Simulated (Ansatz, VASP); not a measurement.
HfN in VASP and in Ansatz

Contents of POSCAR:

```
HfN
1.0
    3.0499720507      0.0000000000      0.0000000000
   -1.5249860254      2.6413532767      0.0000000000
    0.0000000000      0.0000000000      5.4252449695
Hf N
2 2
Direct
    0.6666666667      0.3333333333      0.7500000000
    0.3333333333      0.6666666667      0.2500000000
    0.0000000000      0.0000000000      0.0000000000
    0.0000000000      0.0000000000      0.5000000000
```

INCAR.step1

```
PREC     = Accurate       # precision mode
ENCUT    = 520            # plane-wave cutoff, eV
ISMEAR   = 0              # smearing method
SIGMA    = 0.15           # smearing width, eV
LREAL    = F              # projectors in reciprocal space
LASPH    = T              # aspherical terms in the spheres
NELM     = 100            # most SCF steps
NBANDS   = 23             # bands
GGA      = PE             # functional
ALGO     = Normal         # electronic algorithm
EDIFF    = 1E-4           # SCF threshold, eV
LWAVE    = T              # write WAVECAR
LCHARG   = F              # write CHGCAR
```

File INCAR.step2:

```
PREC     = Accurate       # precision mode
ENCUT    = 520            # plane-wave cutoff, eV
EDIFF    = 1E-7           # SCF threshold, eV
ISMEAR   = 0              # smearing method
SIGMA    = 0.15           # smearing width, eV
LREAL    = F              # projectors in reciprocal space
LASPH    = T              # aspherical terms in the spheres
NELM     = 100            # most SCF steps
ALGO     = Normal         # electronic algorithm
ISIF     = 2              # what is computed and relaxed
LWAVE    = F              # write WAVECAR
LCHARG   = F              # write CHGCAR
METAGGA  = R2SCAN         # meta-GGA
LMIXTAU  = T            
NBANDS   = 23             # bands
ISTART   = 1
```

The input KPOINTS:

```
Automatic mesh
0
Gamma
  18 18 10
```

Input for Ansatz:

```yaml
crystal:
  lattice:
    - [3.0499720507, 0.0, 0.0]
    - [-1.5249860254, 2.6413532767, 0.0]
    - [0.0, 0.0, 5.4252449695]
  atoms:
    - { symbol: Hf, position: [0.6666666667, 0.3333333333, 0.75] }
    - { symbol: Hf, position: [0.3333333333, 0.6666666667, 0.25] }
    - { symbol: "N", position: [0.0, 0.0, 0.0] }
    - { symbol: "N", position: [0.0, 0.0, 0.5] }
basis:
  ecutwfc: 500
kpoints:
  mp_grid: { grid: [18, 18, 10] }
hamiltonian:
  xc: r2scan
scf:
  occupations: { method: gaussian, width: 0.15 }
output:
  forces: true
  stress: true
  eigenvalues: true
```

Change from the starting cell: strain -0.030 along x and y, +0.000 along z, atoms carried along.

Alike in both runs: task single point; functional r2SCAN; k mesh 18 × 18 × 10; occupations gaussian, width 0.15 eV; no spin polarisation.

```csv
,VASP,Ansatz
version,VASP 6.6.1,Ansatz 0.2.0
potentials or method,"VASP PAW PBE potentials, release 64 (Hf_pv, N), cutoff 520 eV","scalar-relativistic, plane waves, PAW"
valence electrons in the cell,30,62
```

VASP gave:

| Item | Value |
| --- | --- |
| gap on the k mesh at the Fermi level (eV) | none |
| pressure (GPa) | 16.4 |
| traceless stress, the component that is largest in VASP (GPa) | -9.48 |

Question: What did Ansatz give for the same quantities?

Answer: gap on the k mesh at the Fermi level (eV): none; pressure (GPa): 19.0; traceless stress, the component that is largest in VASP (GPa): -9.43.

VASP's potentials were made for PBE, not for r2SCAN. A gap of «none» marks a metal or a gap that the smearing closes. The functional is the same, so the differences come from potentials, cutoffs and numerics. VASP's potentials hold 30 valence electrons a cell and Ansatz's 62, so a difference there can come from the potentials and not from the codes.

Spin-orbit coupling is off throughout.
